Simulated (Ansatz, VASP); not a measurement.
## Two plane-wave programs on H

```
H
1.0
    10.00000    0.00000    0.00000
     0.00000   10.00000    0.00000
     0.00000    0.00000   10.00000
H
2
Direct
  0.50000 0.50000 0.46100
  0.50000 0.50000 0.53900
```

Alike in both runs: task single point; functional PBE; dispersion D4; k mesh 1 × 1 × 1; occupations gaussian, width 0.02 eV; no spin polarisation.

|  | VASP | Ansatz |
| --- | --- | --- |
| version | VASP 6.6.1 | Ansatz 0.2.0 |
| potentials or method | VASP PAW PBE potentials, release 64 (H) | scalar-relativistic, plane waves, PAW |
| plane-wave cutoff (eV) | 400 | 420 |
| valence electrons in the cell | 2 | 2 |

```csv
,VASP,Ansatz,Ansatz less VASP
gap on the k mesh at the Fermi level (eV),9.99,9.99,+0.005
```
